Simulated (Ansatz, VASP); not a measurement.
BC: VASP beside Ansatz

```
CELL_PARAMETERS angstrom
-1.23677 2.48245 2.42704
1.23677 -2.48245 2.42704
1.23677 2.48245 -2.42704
ATOMIC_POSITIONS crystal
B 0.33582 0.71085 0.12497
B 0.58588 0.21085 0.87503
C 0.99886 0.32989 0.16896
C 0.16093 0.82989 0.83104
```

Alike in both runs: functional PBE; k mesh 20 × 20 × 20; occupations gaussian, width 0.1 eV; no spin polarisation.

Ansatz relaxed the structure, and its values are those at the end. VASP's run is a single point on that final structure, the one shown.

```csv
,VASP,Ansatz
version,VASP 6.6.1,Ansatz 0.2.0
potentials or method,"VASP PAW PBE potentials, release 64 (B, C), cutoff 520 eV","scalar-relativistic, plane waves, PAW"
valence electrons in the cell,14,14
```

VASP gave:

| Quantity | Value |
| --- | --- |
| gap on the k mesh at the Fermi level (eV) | none |
| pressure (GPa) | 0.2 |
| rms of the force components (eV/Å) | 0.013 |

Problem. Which values does Ansatz return?

Solution. gap on the k mesh at the Fermi level (eV): none; pressure (GPa): 0.0; rms of the force components (eV/Å): 0.000.

A gap of «none» marks a metal or a gap that the smearing closes.
